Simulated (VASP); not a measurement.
Input of a VASP 6.6.1 run:

Contents of INCAR:

```
SYSTEM = Ta
  PREC = Accurate
  ENCUT = 520
  EDIFF = 1E-7
  ISMEAR = 0
  SIGMA = 0.1
  LREAL = .FALSE.
  LASPH = .TRUE.
  NELM = 80
  ALGO = Fast
  ISIF = 2
  LWAVE = .FALSE.
  LCHARG = .TRUE.
  GGA = PS
  LELF = .TRUE.
  LVHAR = .TRUE.
  ISYM = 0
  NBANDS = 12
```

KPOINTS

```
Automatic mesh
0
G
  13 13 15
  0 0 0
```

File POSCAR:

```
Ta
1.0
    2.8410132488      0.0000000000      0.0000000000
   -0.9470044163      2.6785329782      0.0000000000
    0.9470044163      1.3392664891      2.3196776040
Ta
1
Direct
    0.0000000000      0.0000000000      0.0000000000
```

Potentials or basis: VASP PAW PBE potentials, release 64 (Ta_pv).

Launch:

```sh
$ cat potpaw_PBE.64/Ta_pv/POTCAR > POTCAR
$ mpirun -np 1 vasp_std > vasp.out
```

Question: Estimate the pressure.

Answer: 0.5 GPa.

Question: Predict the band gap on the k mesh.

Answer: Zero (an odd number of electrons rules out a gap without spin polarisation).

Caveat: the PAW data sets were made with another functional, which shifts forces and pressure a little; spin-orbit coupling is left out, which moves the levels of the heavy elements.
